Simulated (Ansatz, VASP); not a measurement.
## Two plane-wave programs on Yb

INCAR

```
SYSTEM = Yb
ALGO     = Fast           ! electronic algorithm
EDIFF    = 1E-6           ! SCF threshold, eV
ENCUT    = 520            ! plane-wave cutoff, eV
GGA      = PE             ! functional
ISIF     = 2              ! what is computed and relaxed
ISMEAR   = 0              ! smearing method
LASPH    = .TRUE.         ! aspherical terms in the spheres
LCHARG   = .FALSE.        ! write CHGCAR
LREAL    = .FALSE.        ! projectors in reciprocal space
LWAVE    = .FALSE.        ! write WAVECAR
NBANDS   = 18             ! bands
NELM     = 60             ! most SCF steps
PREC     = Accurate       ! precision mode
SIGMA    = 0.15           ! smearing width, eV
```

Contents of KPOINTS:

```
k-points
0
G
  16 16 16
  0 0 0
```

POSCAR

```
Yb
1.0
    0.0000000000      2.8156411737      2.0675253139
    2.8156411737      0.0000000000      2.0675253139
    2.8156411737      2.8156411737      0.0000000000
Yb
1
Direct
    0.0000000000      0.0000000000      0.0000000000
```

Input for Ansatz:

```yaml
crystal:
  lattice:
    - [0.0, 2.8156411737, 2.0675253139]
    - [2.8156411737, 0.0, 2.0675253139]
    - [2.8156411737, 2.8156411737, 0.0]
  atoms:
    - { symbol: Yb, position: [0.0, 0.0, 0.0] }
basis:
  ecutwfc: 420
kpoints:
  mp_grid: { grid: [16, 16, 16] }
hamiltonian:
  xc: pbe
scf:
  occupations: { method: gaussian, width: 0.15 }
output:
  forces: true
  stress: true
  eigenvalues: true
```

Alike in both runs: task single point; functional PBE; k mesh 16 × 16 × 16; occupations gaussian, width 0.15 eV; no spin polarisation.

```csv
,VASP,Ansatz
version,VASP 6.6.1,Ansatz 0.2.0
potentials or method,"VASP PAW PBE potentials, release 64 (Yb), cutoff 520 eV","scalar-relativistic, plane waves, PAW"
valence electrons in the cell,24,24
```

VASP gave:

| Item | Value |
| --- | --- |
| gap on the k mesh at the Fermi level (eV) | none |
| pressure (GPa) | 1.0 |
| traceless stress, the component that is largest in VASP (GPa) | -0.27 |

Q: Estimate Ansatz's values.

A: gap on the k mesh at the Fermi level (eV): none; pressure (GPa): 1.2; traceless stress, the component that is largest in VASP (GPa): -0.26.

A gap of «none» marks a metal or a gap that the smearing closes. The functional is the same, so the differences come from potentials, cutoffs and numerics.

Neither program's run includes spin-orbit coupling.
